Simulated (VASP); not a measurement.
Input of a VASP 6.6.1 run:

Contents of INCAR:

```
PREC     = Accurate       # precision mode
ENCUT    = 520            # plane-wave cutoff, eV
EDIFF    = 1E-6           # SCF threshold, eV
ISMEAR   = 0              # smearing method
SIGMA    = 0.02           # smearing width, eV
LREAL    = False          # projectors in reciprocal space
LASPH    = True           # aspherical terms in the spheres
NELM     = 80             # most SCF steps
ALGO     = Normal         # electronic algorithm
ISIF     = 2              # what is computed and relaxed
LWAVE    = False          # write WAVECAR
LCHARG   = False          # write CHGCAR
NBANDS   = 22             # bands
```

The input KPOINTS:

```
Automatic mesh
0
Gamma
  9 9 9
```

Contents of POSCAR:

```
I
1.0
    2.9361711580     -2.0292107731      0.0000000000
    2.9361711580      2.0292107731      0.0000000000
    0.0000000000      0.0000000000      8.8124266765
I
4
Direct
    0.7782882059      0.2217117941      0.8752631610
    0.2782882059      0.7217117941      0.6247368390
    0.2217117941      0.7782882059      0.1247368390
    0.7217117941      0.2782882059      0.3752631610
```

Potentials or basis: VASP PAW LDA potentials, release 64 (I).

The run is started by

```sh
$ cat potpaw_LDA.64/I/POTCAR > POTCAR
$ mpirun -np 1 vasp_std > vasp.out
```

Question: What does it give for the band gap on the k mesh?

Answer: Zero (bands 14 and 15 overlap by 0.84 eV).

Question: Estimate the pressure.

Answer: 15.0 GPa.

Forces on the atoms (eV/Å):
```
I    0.000 -0.002  0.002
I    0.000 -0.002 -0.002
I    0.000  0.002 -0.002
I    0.000  0.002  0.002
```

Caveat: the cell stands under pressure; spin-orbit coupling is left out, which moves the levels of the heavy elements.
